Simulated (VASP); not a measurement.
BiTe4:

```
Bi Te
1.0
     5.71695    0.00000    0.00000
    -2.85847    4.95102    0.00000
     0.00000    0.00000    7.09591
Bi Te
1 4
Direct
  0.00000 0.00000 0.50000
  0.50000 0.00000 0.00000
  0.00000 0.50000 0.00000
  0.50000 0.50000 0.00000
  0.00000 0.00000 0.00000
```

The cell was generated, and may not be a known phase.

* Program: VASP 6.6.1
* Task: relaxation of cell and atoms
* Functional: PBE
* Potentials or basis: VASP PAW PBE potentials, release 64 (Bi_d, Te)
* Cutoff: 600 eV
* k mesh: 6 × 6 × 4
* Occupations: gaussian, width 0.1 eV
* Spin: no spin polarisation

At the start: pressure 11.7 GPa; volume 40.17 Å³/atom.

Task: How do energy, volume and symmetry change on relaxing?

Result: Over 10 steps the energy falls by 603.4 meV/atom and the volume is 43.26 Å³/atom (+7.7 %); space group P6/mmm (No. 191, to 0.1 Å) before and after.

Step by step:
```
step  energy change (eV)  largest force (eV/Å)  pressure (GPa)  volume (Å³)
   1              0.0000                0.0000           11.70       200.85
   2             -1.6559                0.0000           -4.35       292.09
   3             -2.4467                0.0000           -1.49       247.76
   4             -2.4479                0.0000           -1.62       249.11
   5             -2.7614                0.0000           -1.25       235.82
   6             -2.3646                0.0000            3.83       195.60
   7             -2.9499                0.0000           -0.75       224.96
   8             -2.9889                0.0000            0.72       211.23
   9             -3.0147                0.0000           -0.12       217.58
  10             -3.0169                0.0000            0.04       216.28
```

Final structure:
```
Bi Te
1.0
     6.47220    0.00000    0.00000
    -3.23610    5.60509    0.00000
     0.00000    0.00000    5.96189
Bi Te
1 4
Direct
  0.00000 0.00000 0.50000
  0.50000 0.00000 0.00000
  0.00000 0.50000 0.00000
  0.50000 0.50000 0.00000
  0.00000 0.00000 0.00000
```

Caveat: a cell axis changed by over 15 % at a fixed basis, so the end point is rough; an odd number of electrons without spin polarisation forces a metal; a magnetic or distorted state may lie lower.
